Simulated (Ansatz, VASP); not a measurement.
# C in VASP and in Ansatz

INCAR

```
SYSTEM = C
PREC = Accurate
ENCUT = 600
EDIFF = 1E-6
ISMEAR = 0
SIGMA = 0.15
LREAL = .FALSE.
LASPH = .TRUE.
NELM = 120
ALGO = Normal
ISIF = 2
LWAVE = .FALSE.
LCHARG = .FALSE.
GGA = PS
NBANDS = 16
GGA_COMPAT = .FALSE.
```

The input KPOINTS:

```
regular mesh
0
G
  18 18 6
  0 0 0
```

The input POSCAR:

```
C
1.0
    1.2294745828     -2.1290849001      0.0000000000
    1.2294745828      2.1290849001      0.0000000000
    0.0000000000      0.0000000000      7.3778161753
C
4
Direct
    0.0394005997      0.7527057166      0.7498448451
    0.6272427063      0.5806509774      0.2501554025
    0.9605994003      0.2472942834      0.2501551549
    0.3727572937      0.4193490226      0.7498445975
```

Input for Ansatz:

```yaml
crystal:
  lattice:
    - [1.2294745828, -2.1290849001, 0.0]
    - [1.2294745828, 2.1290849001, 0.0]
    - [0.0, 0.0, 7.3778161753]
  atoms:
    - { symbol: C, position: [0.0394005997, 0.7527057166, 0.7498448451] }
    - { symbol: C, position: [0.6272427063, 0.5806509774, 0.2501554025] }
    - { symbol: C, position: [0.9605994003, 0.2472942834, 0.2501551549] }
    - { symbol: C, position: [0.3727572937, 0.4193490226, 0.7498445975] }
basis:
  ecutwfc: 520.0
kpoints:
  mp_grid: { grid: [18, 18, 6] }
hamiltonian:
  xc: pbesol
  pseudopotentials: { kind: paw, azcp: { folder: soft_1 } }
scf:
  occupations: { method: gaussian, width: 0.15 }
output:
  forces: true
  stress: true
  eigenvalues: true
```

Change from the starting cell: mode 1 frozen in at -0.256 Å and mode 5 at -0.256 Å (largest displacements).

Alike in both runs: task single point; functional PBEsol; k mesh 18 × 18 × 6; occupations gaussian, width 0.15 eV; no spin polarisation.

```csv
,VASP,Ansatz
version,VASP 6.6.1,Ansatz 0.2.0
potentials or method,"VASP PAW PBE potentials, release 64 (C), cutoff 600 eV","scalar-relativistic, plane waves, PAW"
valence electrons in the cell,16,16
```

|  | VASP | Ansatz | Ansatz less VASP |
| --- | --- | --- | --- |
| gap on the k mesh at the Fermi level (eV) | none | none | - |
| least direct gap on the mesh (eV) | 0.00 | 0.00 | 0.000 |
| pressure (GPa) | 0.3 | 0.0 | -0.29 |
| traceless stress, the component that is largest in VASP (GPa) | -0.49 | 0.08 | +0.573 |
| rms of the force components (eV/Å) | 0.005 | 0.005 | 0.0000 |

VASP's potentials were made for PBE, not for PBEsol, and Ansatz warns of the same on its side. Atom by atom the forces differ by 0.000 eV/Å (rms over components). A gap of «none» marks a metal or a gap that the smearing closes. The functional is the same, so the differences come from potentials, cutoffs and numerics.

A gap of «none» marks a metal or a gap under the smearing width.
